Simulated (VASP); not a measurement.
# LiO3 (ReO3 type) (Pm-3m) in VASP: a series of runs

LiO3 (ReO3 type) is run at these levels: PBE; tasks: single point.

All numbers are computed with VASP 6.6.1; they aren't measurements. Logs are shortened: lines on timing, memory, paths and dates and some standing lists are left out, and cuts for length are marked.

## 1. The cell of the first run

It takes space group Pm-3m (No. 221, cubic). The conventional cell has a = 3.561 Å, b = 3.561 Å, c = 3.561 Å, α = 90.00°, β = 90.00°, γ = 90.00°. Li (site symmetry m-3m) has 6 O at 1.78 Å within 2.4 Å. O (site symmetry 4/mmm) has 2 Li at 1.78 Å within 2.4 Å.

## 2. Single point, PBE

Input file INCAR:

```
  PREC = Accurate
  ENCUT = 520
  EDIFF = 1E-7
  ISMEAR = -1
  SIGMA = 0.06122561905347299
  LREAL = False
  LASPH = True
  NELM = 80
  ALGO = Normal
  ISIF = 2
  LWAVE = False
  LCHARG = False
  GGA = PE
  NBANDS = 18
```

Input file KPOINTS:

```
regular mesh
0
Gamma
  10 10 10
```

Input file POSCAR:

```
LiO3
1.0
    3.5606987629      0.0000000000      0.0000000000
    0.0000000000      3.5606987629      0.0000000000
    0.0000000000      0.0000000000      3.5606987629
Li O
1 3
Direct
    0.0000000000      0.0000000000      0.0000000000
    0.5000000000      0.0000000000      0.0000000000
    0.0000000000      0.5000000000      0.0000000000
    0.0000000000      0.0000000000      0.5000000000
```

Potentials or basis: VASP PAW PBE potentials, release 64 (Li_sv, O).

On the command line:

```console
$ cat potpaw_PBE.64/Li_sv/POTCAR potpaw_PBE.64/O/POTCAR > POTCAR
$ mpirun -np 1 vasp_std > vasp.out
```

OUTCAR:

```text
PREC = Accurate
   ENCUT = 520
   EDIFF = 1E-7
   ISMEAR = -1
   LREAL = False
   LASPH = True
   NELM = 80
   ISIF = 2
   GGA = PE

 ion  position               nearest neighbor table
   1  0.000  0.000  0.000-   2 1.78   3 1.78   4 1.78   4 1.78   3 1.78   2 1.78
   2  0.500  0.000  0.000-   1 1.78   1 1.78
   3  0.000  0.500  0.000-   1 1.78   1 1.78
   4  0.000  0.000  0.500-   1 1.78   1 1.78

  LATTYP: Found a simple cubic cell.
 ALAT       =     3.5606987629

  Lattice vectors:

 A1 = (   3.5606987629,   0.0000000000,   0.0000000000)
 A2 = (   0.0000000000,   3.5606987629,   0.0000000000)
 A3 = (   0.0000000000,   0.0000000000,   3.5606987629)

Analysis of symmetry for initial positions (statically):
=====================================================================
 Subroutine PRICEL returns:
 Original cell was already a primitive cell.

 Routine SETGRP: Setting up the symmetry group for a
 simple cubic supercell.

 Subroutine GETGRP returns: Found 48 space group operations
 (whereof 48 operations were pure point group operations)
 out of a pool of 48 trial point group operations.

The static configuration has the point symmetry O_h .

Analysis of symmetry for dynamics (positions and initial velocities):
=====================================================================
 Subroutine PRICEL returns:
 Original cell was already a primitive cell.

 Routine SETGRP: Setting up the symmetry group for a
 simple cubic supercell.

 Subroutine GETGRP returns: Found 48 space group operations
 (whereof 48 operations were pure point group operations)
 out of a pool of 48 trial point group operations.

The dynamic configuration has the point symmetry O_h .

 Subroutine INISYM returns: Found 48 space group operations
 (whereof 48 operations are pure point group operations),
 and found     1 'primitive' translations

----------------------------------------------------------------------------------------

                                     Primitive cell

  volume of cell :      45.1446

  direct lattice vectors                    reciprocal lattice vectors
     3.560698763  0.000000000  0.000000000     0.280843752  0.000000000  0.000000000
     0.000000000  3.560698763  0.000000000     0.000000000  0.280843752  0.000000000
     0.000000000  0.000000000  3.560698763     0.000000000  0.000000000  0.280843752

  length of vectors
     3.560698763  3.560698763  3.560698763     0.280843752  0.280843752  0.280843752

  position of ions in fractional coordinates (direct lattice)
     0.000000000  0.000000000  0.000000000
     0.500000000  0.000000000  0.000000000
     0.000000000  0.500000000  0.000000000
     0.000000000  0.000000000  0.500000000

  ion indices of the primitive-cell ions
   primitive index   ion index
                 1           1
                 2           2
                 3           3
                 4           4

----------------------------------------------------------------------------------------

 KPOINTS: regular mesh

Automatic generation of k-mesh.
 Grid dimensions read from file:
 generate k-points for:   10   10   10

 Generating k-lattice:

  Cartesian coordinates                     Fractional coordinates (reciprocal lattice)
     0.028084375  0.000000000  0.000000000     0.100000000  0.000000000  0.000000000
     0.000000000  0.028084375  0.000000000     0.000000000  0.100000000  0.000000000
     0.000000000  0.000000000  0.028084375     0.000000000  0.000000000  0.100000000

  Length of vectors
     0.028084375  0.028084375  0.028084375

  Shift w.r.t. Gamma in fractional coordinates (k-lattice)
     0.000000000  0.000000000  0.000000000

 Subroutine IBZKPT returns following result:
 ===========================================

 Found     56 irreducible k-points:

 Following reciprocal coordinates:
            Coordinates               Weight
  0.000000  0.000000  0.000000      1.000000
  0.100000  0.000000  0.000000      6.000000
  0.200000  0.000000  0.000000      6.000000
  0.300000  0.000000  0.000000      6.000000
  0.400000  0.000000  0.000000      6.000000
  0.500000  0.000000  0.000000      3.000000
[... 16 lines left out ...]
  0.200000  0.100000  0.100000     24.000000
  0.300000  0.100000  0.100000     24.000000
 [... further k-points ...]
   k-points           NKPTS =     56   k-points in BZ     NKDIM =     56   number of bands    NBANDS=     18
   number of dos      NEDOS =    301   number of ions     NIONS =      4
   total plane-waves  NPLWV =  21952
   dimension x,y,z NGX =    28 NGY =   28 NGZ =   28
   dimension x,y,z NGXF=    56 NGYF=   56 NGZF=   56
   ions per type =               1   3
   NGX,Y,Z   is equivalent  to a cutoff of  13.07, 13.07, 13.07 a.u.
   NGXF,Y,Z  is equivalent  to a cutoff of  26.15, 26.15, 26.15 a.u.
 SYSTEM =  unknown system
   PREC   = accura    normal or accurate (medium, high low for compatibility)
   ISTART =      0    job   : 0-new  1-cont  2-samecut
   ICHARG =      2    charge: 1-file 2-atom 10-const
   ISPIN  =      1    spin polarized calculation?
   LNONCOLLINEAR =      F non collinear calculations
   LSORBIT =      F    spin-orbit coupling
   LASPH  =      T    aspherical Exc in radial PAW
   ENCUT  =  520.0 eV  38.22 Ry    6.18 a.u.   6.62  6.62  6.62*2*pi/ulx,y,z
   NELM   =     80;   NELMIN=  2; NELMDL= -5     # of ELM steps
   EDIFF  = 0.1E-06   stopping-criterion for ELM
   LREAL  =      F    real-space projection
   EDIFFG = 0.1E-05   stopping-criterion for IOM
   NSW    =      0    number of steps for IOM
   IBRION =     -1    ionic relax: 0-MD 1-quasi-New 2-CG
   NFREE  =      0    steps in history (QN), initial steepest desc. (CG)
   ISIF   =      2    stress and relaxation
   ISYM   =      2    0-nonsym 1-usesym 2-fastsym
   POTIM  = 0.5000    time-step for ionic-motion
   TEBEG  =    0.0;   TEEND  =   0.0 temperature during run
   PSTRESS=    0.0 pullay stress
   NELECT =      21.0000    total number of electrons
   NUPDOWN=      -1.0000    fix difference up-down
   EMIN   =  10.00;   EMAX   =-10.00  energy-range for DOS
   EFERMI =   0.00;   METHOD = LEGACY
   ISMEAR =    -1;   SIGMA  =   0.06  broadening in eV -4-tet -1-fermi 0-gaus
   EFERMI_NEDOS =   21; number of points for ismear=-14 and -15
   IALGO  =     38    algorithm
   IMIX   =      4    mixing-type and parameters
     AMIX     =   0.40;   BMIX     =  1.00
     AMIX_MAG =   1.60;   BMIX_MAG =  1.00
  volume/ion in A,a.u.               =      11.29        76.16
  Fermi-wavevector in a.u.,A,eV,Ry     =   1.268468  2.397056 21.891909  1.609010
  Thomas-Fermi vector in A             =   2.401561
   LORBIT       =      0    0 simple, 1 ext, 2 COOP (PROOUT), +10 PAW based schemes
   GGA     = PE    functional components
   LHFCALC =     F    Hartree Fock is set to
   AEXX    =    0.0000 exact exchange contribution
   IVDW    =     0    specifies the selected vdW correction
   LEPSILON=     F    determine dielectric tensor
   LRPA    =     F    only Hartree local field effects (RPA)
 non-spin polarized calculation
  energy-cutoff  :      520.00
  volume of cell :       45.14
 maximum number of plane-waves:      1235
 NGX is ok and might be reduce to    28
   NGX = 13   NGY = 13   NGZ = 13

 number of electron      21.0000023 magnetization

 Free energy of the ion-electron system (eV)
  ---------------------------------------------------
  ext. energy  EPLUGINS =         0.00000000
  ---------------------------------------------------
  free energy    TOTEN  =       -12.31932665 eV

  energy without entropy =      -12.24756200  energy(sigma->0) =      -12.28344433

 E-fermi :  -2.0563     XC(G=0):  -9.0897

 val. band max:       -2.0622030662   @ k =   0.3000   0.3000   0.0000
 cond. band min:      -2.0539371199   @ k =   0.2000   0.2000   0.1000
 fundamental gap:      0.0082659463
 Fermi energy:        -2.0563361427

 k-point     1 :       0.0000    0.0000    0.0000
  band No.  band energies     occupation
      1     -42.9986      2.00000
      2     -19.4297      2.00000
      3     -17.3910      2.00000
      4     -17.3910      2.00000
      5      -5.4971      2.00000
      6      -5.4971      2.00000
[... 10 lines left out ...]
     17      18.3593      0.00000
     18      18.3896      0.00000

 k-point     2 :       0.1000    0.0000    0.0000
  band No.  band energies     occupation
      1     -42.9982      2.00000
      2     -19.3949      2.00000
      3     -17.4583      2.00000
      4     -17.3874      2.00000
      5      -5.4509      2.00000
      6      -5.4509      2.00000
[... 10 lines left out ...]
     17      18.0115      0.00000
     18      18.0119      0.00000

 k-point     3 :       0.2000    0.0000    0.0000
  band No.  band energies     occupation
      1     -42.9969      2.00000
      2     -19.2918      2.00000
      3     -17.6446      2.00000
      4     -17.3780      2.00000
      5      -5.3205      2.00000
      6      -5.3205      2.00000
[... 10 lines left out ...]
     17      17.6358      0.00000
     18      17.6358      0.00000

 k-point     4 :       0.3000    0.0000    0.0000
  band No.  band energies     occupation
      1     -42.9951      2.00000
      2     -19.1273      2.00000
      3     -17.9080      2.00000
      4     -17.3660      2.00000
      5      -5.1344      2.00000
      6      -5.1344      2.00000
[... 375 lines left out ...]
      4     -17.4835      2.00000
      5      -5.4964      2.00000
      6      -5.1919      2.00000
[... 10 lines left out ...]
     17      16.9742      0.00000
     18      18.4471      0.00000

 k-point    23 :       0.2000    0.1000    0.1000
  band No.  band energies     occupation
      1     -42.9958      2.00000
      2     -19.2274      2.00000
      3     -17.6595      2.00000
      4     -17.4728      2.00000
      5      -5.4316      2.00000
      6      -5.0654      2.00000
[... 10 lines left out ...]
     17      16.4942      0.00000
     18      18.2108      0.00000

 k-point    24 :       0.3000    0.1000    0.1000
  band No.  band energies     occupation
      1     -42.9942      2.00000
      2     -19.0688      2.00000
      3     -17.9100      2.00000
      4     -17.4596      2.00000
      5      -5.2668      2.00000
      6      -4.8790      2.00000
[... 10 lines left out ...]
     17      16.2506      0.00000
     18      18.1060      0.00000

 [... further k-points ...]
[... 5 lines left out ...]
  --------------------------------------------------------------------------------------
  -------------------------------------------------------------------------------------
  Total        0.3695304      0.3695304      0.3695304      0.0000000      0.0000000     -0.0000000
  in kB       13.1146006     13.1146006     13.1146006      0.0000000      0.0000000     -0.0000000
  external PRESSURE =      13.1146006 kB  Pullay stress =       0.0000000 kB

 VOLUME and BASIS-vectors are now :
 -----------------------------------------------------------------------------
  energy-cutoff  :      520.00
  volume of cell :       45.14
      direct lattice vectors                 reciprocal lattice vectors
     3.560698763  0.000000000  0.000000000     0.280843752  0.000000000  0.000000000
     0.000000000  3.560698763  0.000000000     0.000000000  0.280843752  0.000000000
     0.000000000  0.000000000  3.560698763     0.000000000  0.000000000  0.280843752

 POSITION                                       TOTAL-FORCE (eV/Angst)
 -----------------------------------------------------------------------------------
      0.00000      0.00000      0.00000         0.000000      0.000000      0.000000
      1.78035      0.00000      0.00000         0.000000      0.000000      0.000000
      0.00000      1.78035      0.00000         0.000000      0.000000      0.000000
      0.00000      0.00000      1.78035         0.000000      0.000000      0.000000
 -----------------------------------------------------------------------------------
    total drift:                                0.000000      0.000000     -0.000000

  FREE ENERGIE OF THE ION-ELECTRON SYSTEM (eV)
  ---------------------------------------------------
  free  energy   TOTEN  =       -12.3193266524 eV

  energy  without entropy=      -12.2475620035  energy(sigma->0) =      -12.28344433
```

Wall time 60 s (1 thread of Intel Xeon 8259CL, shared host); peak memory 0.17 GiB.

What came out:

| Property | Result |
| --- | --- |
| Free energy | -12.3193 eV |
| Band gap on the k mesh | zero (an odd number of electrons rules out a gap without spin polarisation) |

Caveat: the cutoff is under 1.25 times the usual one of these potentials, so pressure, stress and relaxed cells hold a basis-set (Pulay) error; an odd number of electrons without spin polarisation forces a metal; a magnetic or distorted state may lie lower.

## 3. Single point, PBE

This run uses another cell than the first one, of 11.52 Å³/atom.

Input file INCAR:

```
SYSTEM = LiO3
PREC = Accurate
ENCUT = 520
EDIFF = 1E-6
ISMEAR = -1
SIGMA = 0.06122561905347299
LREAL = .False.
LASPH = .True.
NELM = 80
ALGO = Normal
ISIF = 2
LWAVE = .False.
LCHARG = .False.
GGA = PE
NBANDS = 18
```

Input file KPOINTS:

```
Automatic mesh
0
Gamma
  10 10 10
  0 0 0
```

Input file POSCAR:

```
LiO3
1.0
    3.5847582681      0.0000000000      0.0000000000
    0.0000000000      3.5847582681      0.0000000000
    0.0000000000      0.0000000000      3.5847582681
Li O
1 3
Direct
    0.0000000000      0.0000000000      0.0000000000
    0.5000000000      0.0000000000      0.0000000000
    0.0000000000      0.5000000000      0.0000000000
    0.0000000000      0.0000000000      0.5000000000
```

Potentials or basis: VASP PAW PBE potentials, release 64 (Li_sv, O).

On the command line:

```console
$ cat potpaw_PBE.64/Li_sv/POTCAR potpaw_PBE.64/O/POTCAR > POTCAR
$ mpirun -np 1 vasp_std > vasp.out
```

Wall time 57 s (1 thread of Intel Xeon 8259CL, shared host); peak memory 0.17 GiB.

The run converged. Its results:

| Quantity | Value |
| --- | --- |
| Free energy | -12.3252 eV |
| Band gap on the k mesh | zero (an odd number of electrons rules out a gap without spin polarisation) |

Levels at points of the mesh, in eV from the Fermi level:
| k point | band 8 | band 9 | band 10 | band 11 | band 12 | band 13 | band 14 | band 15 |
| --- | --- | --- | --- | --- | --- | --- | --- | --- |
| (0.00, 0.00, 0.00) | -0.22 | -0.22 | -0.22 | 0.42 | 0.42 | 0.42 | 9.53 | 17.41 |
| (0.50, 0.00, 0.00) | -1.12 | -0.84 | -0.84 | -0.55 | 0.21 | 0.21 | 12.05 | 14.04 |
| (0.50, 0.50, 0.00) | -1.03 | -1.03 | -0.78 | -0.78 | 0.19 | 0.85 | 12.98 | 15.49 |
| (0.50, 0.50, 0.50) | -2.72 | 0.21 | 0.21 | 0.87 | 0.87 | 0.87 | 11.68 | 16.20 |

Caveat: the cutoff is under 1.25 times the usual one of these potentials, so pressure, stress and relaxed cells hold a basis-set (Pulay) error; an odd number of electrons without spin polarisation forces a metal; a magnetic or distorted state may lie lower.

(Continued in part 2 of 2.)
